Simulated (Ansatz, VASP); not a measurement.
## ZnS: VASP beside Ansatz

```
CELL_PARAMETERS angstrom
0.00000 2.69420 2.69420
2.69420 0.00000 2.69420
2.69420 2.69420 0.00000
ATOMIC_POSITIONS crystal
Zn 0.00000 0.00000 0.00000
S 0.75000 0.75000 0.75000
```

Alike in both runs: functional r2SCAN; k mesh 8 × 8 × 8; occupations gaussian, width 0.02 eV; no spin polarisation.

Ansatz relaxed the structure, and its values are those at the end. VASP's run is a single point on that final structure, the one shown.

|  | VASP | Ansatz |
| --- | --- | --- |
| version | VASP 6.6.1 | Ansatz 0.2.0 |
| potentials or method | VASP PAW PBE potentials, release 64 (Zn, S), cutoff 520 eV | scalar-relativistic, plane waves, PAW |
| valence electrons in the cell | 18 | 18 |

VASP gave:

| Quantity | Value |
| --- | --- |
| gap on the k mesh at the Fermi level (eV) | 2.72 |
| least direct gap on the mesh (eV) | 2.72 |
| pressure (GPa) | 0.1 |

Question: Estimate Ansatz's values.

Answer: gap on the k mesh at the Fermi level (eV): 2.70; least direct gap on the mesh (eV): 2.70; pressure (GPa): 0.0.

VASP's potentials were made for PBE, not for r2SCAN. The functional is the same, so the differences come from potentials, cutoffs and numerics.
